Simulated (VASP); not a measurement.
# AlCo2 (P6/mmm) in VASP: notebook

AlCo2 is run at these levels: PBE; tasks: single point.

All numbers are computed with VASP 6.6.1; they aren't measurements. Logs are shortened: lines on timing, memory, paths and dates and some standing lists are left out, and cuts for length are marked.

### 1 The cell of the first run

Symmetry: P6/mmm, No. 191, hexagonal system. Conventional cell: a = 4.010 Å, b = 4.010 Å, c = 2.571 Å, α = 90.00°, β = 90.00°, γ = 120.00°. Al (site symmetry 6/mmm) has 2 Al at 2.57 Å and 12 Co at 2.65 Å within 3.4 Å. Co (site symmetry -6m2) has 5 Co at 2.32 to 2.57 Å and 6 Al at 2.65 Å within 3.1 Å.

### 2 Single point, PBE, collinear spin, ferromagnetic start

The input, INCAR:

```
ALGO = Normal ; EDIFF = 1E-6
ENCUT = 520 ; GGA = PE
ISIF = 2 ; ISMEAR = 0
ISPIN = 2 ; LASPH = True
LCHARG = False ; LMAXMIX = 4
LORBIT = 11 ; LREAL = False
LWAVE = False ; MAGMOM = 0 1.37 1.37
NBANDS = 22 ; NELM = 150
PREC = Accurate ; SIGMA = 0.1
```

The input, KPOINTS:

```
k-points
0
Gamma
  12 12 18
```

The input, POSCAR:

```
AlCo2
1.0
    4.0097579519      0.0000000000      0.0000000000
   -2.0048789760      3.4725522494      0.0000000000
    0.0000000000      0.0000000000      2.5711260477
Al Co
1 2
Direct
    0.0000000000      0.0000000000      0.0000000000
    0.3333333333      0.6666666667      0.5000000000
    0.6666666667      0.3333333333      0.5000000000
```

Potentials or basis: VASP PAW PBE potentials, release 64 (Al, Co).

Run with:

```console
$ cat potpaw_PBE.64/Al/POTCAR potpaw_PBE.64/Co/POTCAR > POTCAR
$ mpirun -np 1 vasp_std > vasp.out
```

OUTCAR:

```text
EDIFF = 1E-6
   ENCUT = 520
   GGA = PE
   ISIF = 2
   ISMEAR = 0
   ISPIN = 2
   LASPH = True
   LORBIT = 11
   LREAL = False
   NELM = 150
   PREC = Accurate

 ion  position               nearest neighbor table
   1  0.000  0.000  0.000-   2 2.65   3 2.65   2 2.65   3 2.65   3 2.65   3 2.65   2 2.65   2 2.65
                             3 2.65   3 2.65   2 2.65   2 2.65
   2  0.333  0.667  0.500-   3 2.32   3 2.32   3 2.32   1 2.65   1 2.65   1 2.65   1 2.65   1 2.65
                             1 2.65
   3  0.667  0.333  0.500-   2 2.32   2 2.32   2 2.32   1 2.65   1 2.65   1 2.65   1 2.65   1 2.65
                             1 2.65

  LATTYP: Found a hexagonal cell.
 ALAT       =     4.0097579519
 C/A-ratio  =     0.6412172701

  Lattice vectors:

 A1 = (   4.0097579519,   0.0000000000,   0.0000000000)
 A2 = (  -2.0048789760,   3.4725522494,   0.0000000000)
 A3 = (   0.0000000000,   0.0000000000,   2.5711260477)

Analysis of symmetry for initial positions (statically):
=====================================================================
 Subroutine PRICEL returns:
 Original cell was already a primitive cell.

 Routine SETGRP: Setting up the symmetry group for a
 hexagonal supercell.

 Subroutine GETGRP returns: Found 24 space group operations
 (whereof 24 operations were pure point group operations)
 out of a pool of 24 trial point group operations.

The static configuration has the point symmetry D_6h.

Analysis of symmetry for dynamics (positions and initial velocities):
=====================================================================
 Subroutine PRICEL returns:
 Original cell was already a primitive cell.

 Routine SETGRP: Setting up the symmetry group for a
 hexagonal supercell.

 Subroutine GETGRP returns: Found 24 space group operations
 (whereof 24 operations were pure point group operations)
 out of a pool of 24 trial point group operations.

The dynamic configuration has the point symmetry D_6h.

Analysis of structural, dynamic, and magnetic symmetry:
=====================================================================
 Subroutine PRICEL returns:
 Original cell was already a primitive cell.

 Routine SETGRP: Setting up the symmetry group for a
 hexagonal supercell.

 Subroutine GETGRP returns: Found 24 space group operations
 (whereof 24 operations were pure point group operations)
 out of a pool of 24 trial point group operations.

The overall configuration has the point symmetry D_6h.

 Subroutine INISYM returns: Found 24 space group operations
 (whereof 24 operations are pure point group operations),
 and found     1 'primitive' translations

----------------------------------------------------------------------------------------

                                     Primitive cell

  volume of cell :      35.8006

  direct lattice vectors                    reciprocal lattice vectors
     4.009757952  0.000000000  0.000000000     0.249391612  0.143986314  0.000000000
    -2.004878976  3.472552249  0.000000000     0.000000000  0.287972629  0.000000000
     0.000000000  0.000000000  2.571126048     0.000000000  0.000000000  0.388934646

  length of vectors
     4.009757952  4.009757952  2.571126048     0.287972629  0.287972629  0.388934646

  position of ions in fractional coordinates (direct lattice)
     0.000000000  0.000000000  0.000000000
     0.333333333  0.666666667  0.500000000
     0.666666667  0.333333333  0.500000000

  ion indices of the primitive-cell ions
   primitive index   ion index
                 1           1
                 2           2
                 3           3

----------------------------------------------------------------------------------------

 KPOINTS: k-points

Automatic generation of k-mesh.
 Grid dimensions read from file:
 generate k-points for:   12   12   18

 Generating k-lattice:

  Cartesian coordinates                     Fractional coordinates (reciprocal lattice)
     0.020782634  0.011998860  0.000000000     0.083333333  0.000000000  0.000000000
     0.000000000  0.023997719  0.000000000     0.000000000  0.083333333  0.000000000
     0.000000000  0.000000000  0.021607480     0.000000000  0.000000000  0.055555556

  Length of vectors
     0.023997719  0.023997719  0.021607480

  Shift w.r.t. Gamma in fractional coordinates (k-lattice)
     0.000000000  0.000000000  0.000000000

 Subroutine IBZKPT returns following result:
 ===========================================

 Found    190 irreducible k-points:

 Following reciprocal coordinates:
            Coordinates               Weight
  0.000000  0.000000  0.000000      1.000000
  0.083333  0.000000  0.000000      6.000000
  0.166667  0.000000  0.000000      6.000000
  0.250000  0.000000  0.000000      6.000000
  0.333333  0.000000  0.000000      6.000000
  0.416667  0.000000  0.000000      6.000000
[... 16 lines left out ...]
  0.250000  0.000000  0.055556     12.000000
  0.333333  0.000000  0.055556     12.000000
 [... further k-points ...]
   k-points           NKPTS =    190   k-points in BZ     NKDIM =    190   number of bands    NBANDS=     22
   number of dos      NEDOS =    301   number of ions     NIONS =      3
   total plane-waves  NPLWV =  18000
   dimension x,y,z NGX =    30 NGY =   30 NGZ =   20
   dimension x,y,z NGXF=    60 NGYF=   60 NGZF=   40
   ions per type =               1   2
   NGX,Y,Z   is equivalent  to a cutoff of  12.44, 12.44, 12.93 a.u.
   NGXF,Y,Z  is equivalent  to a cutoff of  24.88, 24.88, 25.86 a.u.
 SYSTEM =  unknown system
   PREC   = accura    normal or accurate (medium, high low for compatibility)
   ISTART =      0    job   : 0-new  1-cont  2-samecut
   ICHARG =      2    charge: 1-file 2-atom 10-const
   ISPIN  =      2    spin polarized calculation?
   LNONCOLLINEAR =      F non collinear calculations
   LSORBIT =      F    spin-orbit coupling
   LASPH  =      T    aspherical Exc in radial PAW
   ENCUT  =  520.0 eV  38.22 Ry    6.18 a.u.   7.46  7.46  4.78*2*pi/ulx,y,z
   NELM   =    150;   NELMIN=  2; NELMDL= -5     # of ELM steps
   EDIFF  = 0.1E-05   stopping-criterion for ELM
   LREAL  =      F    real-space projection
   EDIFFG = 0.1E-04   stopping-criterion for IOM
   NSW    =      0    number of steps for IOM
   IBRION =     -1    ionic relax: 0-MD 1-quasi-New 2-CG
   NFREE  =      0    steps in history (QN), initial steepest desc. (CG)
   ISIF   =      2    stress and relaxation
   ISYM   =      2    0-nonsym 1-usesym 2-fastsym
   POTIM  = 0.5000    time-step for ionic-motion
   TEBEG  =    0.0;   TEEND  =   0.0 temperature during run
   PSTRESS=    0.0 pullay stress
   NELECT =      21.0000    total number of electrons
   NUPDOWN=      -1.0000    fix difference up-down
   EMIN   =  10.00;   EMAX   =-10.00  energy-range for DOS
   EFERMI =   0.00;   METHOD = LEGACY
   ISMEAR =     0;   SIGMA  =   0.10  broadening in eV -4-tet -1-fermi 0-gaus
   EFERMI_NEDOS =   21; number of points for ismear=-14 and -15
   IALGO  =     38    algorithm
   IMIX   =      4    mixing-type and parameters
     AMIX     =   0.40;   BMIX     =  1.00
     AMIX_MAG =   1.60;   BMIX_MAG =  1.00
  volume/ion in A,a.u.               =      11.93        80.53
  Fermi-wavevector in a.u.,A,eV,Ry     =   1.370412  2.589703 25.552137  1.878029
  Thomas-Fermi vector in A             =   2.496201
   LORBIT       =     11    0 simple, 1 ext, 2 COOP (PROOUT), +10 PAW based schemes
   GGA     = PE    functional components
   LHFCALC =     F    Hartree Fock is set to
   AEXX    =    0.0000 exact exchange contribution
   IVDW    =     0    specifies the selected vdW correction
   LEPSILON=     F    determine dielectric tensor
   LRPA    =     F    only Hartree local field effects (RPA)
 spin polarized calculation
 Gauss-broadening in eV      SIGMA  =   0.10
  energy-cutoff  :      520.00
  volume of cell :       35.80
 maximum number of plane-waves:       984
 NGX is ok and might be reduce to    30
   NGX = 15   NGY = 15   NGZ =  9

 number of electron      21.0000020 magnetization       2.3527688

 Free energy of the ion-electron system (eV)
  ---------------------------------------------------
  ext. energy  EPLUGINS =         0.00000000
  ---------------------------------------------------
  free energy    TOTEN  =       -18.30373079 eV

  energy without entropy =      -18.28558961  energy(sigma->0) =      -18.29466020

 E-fermi :   9.9088     XC(G=0): -12.3481

 val. band max:        9.9081628274   @ k =   0.2500   0.1667   0.2222
 cond. band min:       9.9088065262   @ k =   0.5000   0.0000   0.2778
 fundamental gap:      0.0006436988
 Fermi energy:         9.9087842947

 spin component 1

 k-point     1 :       0.0000    0.0000    0.0000
  band No.  band energies     occupation
      1      -0.3870      1.00000
      2       6.1575      1.00000
      3       6.1575      1.00000
      4       6.2591      1.00000
      5       7.2789      1.00000
      6       7.2789      1.00000
[... 14 lines left out ...]
     21      29.9021      0.00000
     22      33.3154      0.00000

 k-point     2 :       0.0833    0.0000    0.0000
  band No.  band energies     occupation
      1      -0.2988      1.00000
      2       5.9728      1.00000
      3       6.1893      1.00000
      4       6.3217      1.00000
      5       7.2140      1.00000
      6       7.2920      1.00000
[... 14 lines left out ...]
     21      29.8936      0.00000
     22      32.4062      0.00000

 k-point     3 :       0.1667    0.0000    0.0000
  band No.  band energies     occupation
      1      -0.0372      1.00000
      2       5.5827      1.00000
      3       6.2747      1.00000
      4       6.4031      1.00000
      5       7.0203      1.00000
      6       7.3420      1.00000
[... 14 lines left out ...]
     21      29.8709      0.00000
     22      30.3248      0.00000
[... 476 lines left out ...]
 k-point    23 :       0.2500    0.0000    0.0556
  band No.  band energies     occupation
      1       0.4559      1.00000
      2       5.0968      1.00000
      3       6.3991      1.00000
      4       6.5269      1.00000
      5       6.7020      1.00000
      6       7.3724      1.00000
[... 14 lines left out ...]
     21      28.2191      0.00000
     22      28.4467      0.00000

 k-point    24 :       0.3333    0.0000    0.0556
  band No.  band energies     occupation
      1       1.0177      1.00000
      2       4.4562      1.00000
      3       6.2934      1.00000
      4       6.4873      1.00000
      5       6.6645      1.00000
      6       7.2930      1.00000
[... 14 lines left out ...]
     21      26.2156      0.00000
     22      28.2324      0.00000

 [... further k-points ...]

 spin component 2

 k-point     1 :       0.0000    0.0000    0.0000
  band No.  band energies     occupation
      1      -0.4047      1.00000
      2       6.7772      1.00000
      3       6.7772      1.00000
      4       7.0957      1.00000
      5       8.1919      1.00000
      6       8.1919      1.00000
[... 14 lines left out ...]
     21      29.8745      0.00000
     22      33.2416      0.00000

 k-point     2 :       0.0833    0.0000    0.0000
  band No.  band energies     occupation
      1      -0.3169      1.00000
      2       6.5528      1.00000
      3       6.8165      1.00000
      4       7.1729      1.00000
      5       8.0525      1.00000
      6       8.1882      1.00000
[... 14 lines left out ...]
     21      29.8707      0.00000
     22      32.3463      0.00000

 k-point     3 :       0.1667    0.0000    0.0000
  band No.  band energies     occupation
      1      -0.0563      1.00000
      2       6.0538      1.00000
      3       6.9285      1.00000
      4       7.2861      1.00000
      5       7.7431      1.00000
      6       8.1826      1.00000
[... 14 lines left out ...]
     21      29.8604      0.00000
     22      30.3357      0.00000
[... 476 lines left out ...]
 k-point    23 :       0.2500    0.0000    0.0556
  band No.  band energies     occupation
      1       0.4357      1.00000
      2       5.4309      1.00000
      3       7.1119      1.00000
      4       7.3337      1.00000
      5       7.4365      1.00000
      6       8.1550      1.00000
[... 14 lines left out ...]
     21      28.2705      0.00000
     22      28.4426      0.00000

 k-point    24 :       0.3333    0.0000    0.0556
  band No.  band energies     occupation
      1       0.9964      1.00000
      2       4.6469      1.00000
      3       6.9111      1.00000
      4       7.2808      1.00000
      5       7.5818      1.00000
      6       8.1754      1.00000
[... 14 lines left out ...]
     21      26.3002      0.00000
     22      28.2379      0.00000

 [... further k-points ...]

------------------------ aborting loop because EDIFF is reached ----------------------------------------

  FORCE on cell =-STRESS in cart. coord.  units (eV):
  Direction    XX          YY          ZZ          XY          YZ          ZX
  --------------------------------------------------------------------------------------
  -------------------------------------------------------------------------------------
  Total       -0.1068911     -0.1068911     -0.0558462      0.0000000     -0.0000000      0.0000000
  in kB       -4.7836748     -4.7836748     -2.4992751      0.0000000     -0.0000000      0.0000000
  external PRESSURE =      -4.0222083 kB  Pullay stress =       0.0000000 kB

 VOLUME and BASIS-vectors are now :
 -----------------------------------------------------------------------------
  energy-cutoff  :      520.00
  volume of cell :       35.80
      direct lattice vectors                 reciprocal lattice vectors
     4.009757952  0.000000000  0.000000000     0.249391612  0.143986314  0.000000000
    -2.004878976  3.472552249  0.000000000     0.000000000  0.287972629  0.000000000
     0.000000000  0.000000000  2.571126048     0.000000000  0.000000000  0.388934646

 POSITION                                       TOTAL-FORCE (eV/Angst)
 -----------------------------------------------------------------------------------
      0.00000      0.00000      0.00000         0.000000      0.000000      0.000000
     -0.00000      2.31503      1.28556         0.000000      0.000000      0.000000
      2.00488      1.15752      1.28556        -0.000000     -0.000000     -0.000000
 -----------------------------------------------------------------------------------
    total drift:                               -0.000000      0.000000      0.000000

  FREE ENERGIE OF THE ION-ELECTRON SYSTEM (eV)
  ---------------------------------------------------
  free  energy   TOTEN  =       -18.3037307854 eV

  energy  without entropy=      -18.2855896128  energy(sigma->0) =      -18.29466020

 total charge

# of ion       s       p       d       tot
------------------------------------------
    1        0.382   0.410   0.000   0.792
    2        0.474   0.488   7.363   8.324
    3        0.474   0.488   7.363   8.324
--------------------------------------------------
tot          1.330   1.386  14.725  17.441

 magnetization (x)

# of ion       s       p       d       tot
------------------------------------------
    1       -0.007  -0.021   0.000  -0.028
    2       -0.001  -0.007   1.228   1.220
    3       -0.001  -0.007   1.228   1.220
--------------------------------------------------
tot         -0.010  -0.034   2.456   2.412
```

Wall time 7.7 min (1 thread of AMD EPYC 7R13 (Zen 3), shared host); peak memory 0.29 GiB.

Results:

```
Free energy                                           : -18.3037 eV
Pressure                                              : -0.4 GPa
Net moment                                            : 2.35 μB per cell
Site moments                                          : Al -0.03; Co +1.22 μB
Valence electrons inside the program's atomic spheres : Al 0.79; Co 8.32
```

Stress tensor (GPa, compression positive):
```
-0.48  0.00  0.00
 0.00 -0.48  0.00
 0.00  0.00 -0.25
```

### 3 Single point, PBE, collinear spin, ferromagnetic start

The input, INCAR:

```
SYSTEM = AlCo2
PREC = Accurate ; ENCUT = 520
EDIFF = 1E-6 ; ISMEAR = 0
SIGMA = 0.1 ; LREAL = .False.
LASPH = .True. ; NELM = 150
ALGO = Normal ; ISIF = 2
LWAVE = .False. ; LCHARG = .False.
ISPIN = 2 ; MAGMOM = 0 3 3
LORBIT = 11 ; LMAXMIX = 4
GGA = PE ; NBANDS = 22
```

The input, KPOINTS:

```
Automatic mesh
0
Gamma
  6 6 6
  0 0 0
```

The input, POSCAR:

```
AlCo2
1.0
    4.0125411402     -0.0000000032      0.0000000000
   -2.0062705674      3.4749625628      0.0000000000
    0.0000000000      0.0000000000      2.5648615529
Al Co
1 2
Direct
    0.0000000000      0.0000000000      0.0000000000
    0.3333333333      0.6666666667      0.5000000000
    0.6666666667      0.3333333333      0.5000000000
```

Potentials or basis: VASP PAW PBE potentials, release 64 (Al, Co).

Run with:

```console
$ cat potpaw_PBE.64/Al/POTCAR potpaw_PBE.64/Co/POTCAR > POTCAR
$ mpirun -np 1 vasp_std > vasp.out
```

Run time: 19 s. Hardware: 1 thread of AMD EPYC 9R45 (Zen 5), shared host; peak memory 0.14 GiB.

It converged, with:

* Free energy: -18.2952 eV
* Pressure: -0.2 GPa
* Net moment: 2.39 μB per cell
* Site moments: Al -0.03; Co +1.23 μB
* Valence electrons inside the program's atomic spheres: Al 0.79; Co 8.32

Stress tensor (GPa, compression positive):
```
-0.24  0.00  0.00
 0.00 -0.24  0.00
 0.00  0.00 -0.01
```

Levels at points of the mesh, in eV from the Fermi level:
Spin up:
| k point | band 7 | band 8 | band 9 | band 10 | band 11 | band 12 | band 13 | band 14 | band 15 | band 16 |
| --- | --- | --- | --- | --- | --- | --- | --- | --- | --- | --- |
| (0.00, 0.00, 0.00) | -2.63 | -1.83 | -1.83 | -0.99 | -0.99 | 3.15 | 3.15 | 3.52 | 3.96 | 3.96 |
| (0.50, 0.00, 0.00) | -1.99 | -1.77 | -1.56 | -1.18 | -1.16 | -0.83 | -0.58 | 3.58 | 10.63 | 10.79 |
| (0.00, 0.00, 0.50) | -2.23 | -2.23 | -2.19 | -2.19 | -0.09 | 0.31 | 7.02 | 7.02 | 8.38 | 8.38 |
| (0.50, 0.00, 0.50) | -2.50 | -1.63 | -0.90 | -0.42 | 0.42 | 0.48 | 2.03 | 2.37 | 3.77 | 5.22 |
Spin down:
```tsv
k point	band 5	band 6	band 7	band 8	band 9	band 10	band 11	band 12	band 13	band 14
(0.00, 0.00, 0.00)	-1.71	-1.71	-1.67	-0.46	-0.46	0.46	0.46	3.43	3.43	3.61
(0.50, 0.00, 0.00)	-2.14	-1.88	-1.50	-0.65	-0.42	0.02	0.25	0.63	0.64	4.21
(0.00, 0.00, 0.50)	-1.61	-1.61	-1.08	-1.08	-1.07	-1.07	1.13	1.26	7.20	7.20
(0.50, 0.00, 0.50)	-2.60	-1.89	-1.78	-0.27	0.35	0.84	1.28	1.49	2.77	3.07
```

Caveat: the k points lie up to 0.41 Å⁻¹ apart.

[end of part 1 of 2]
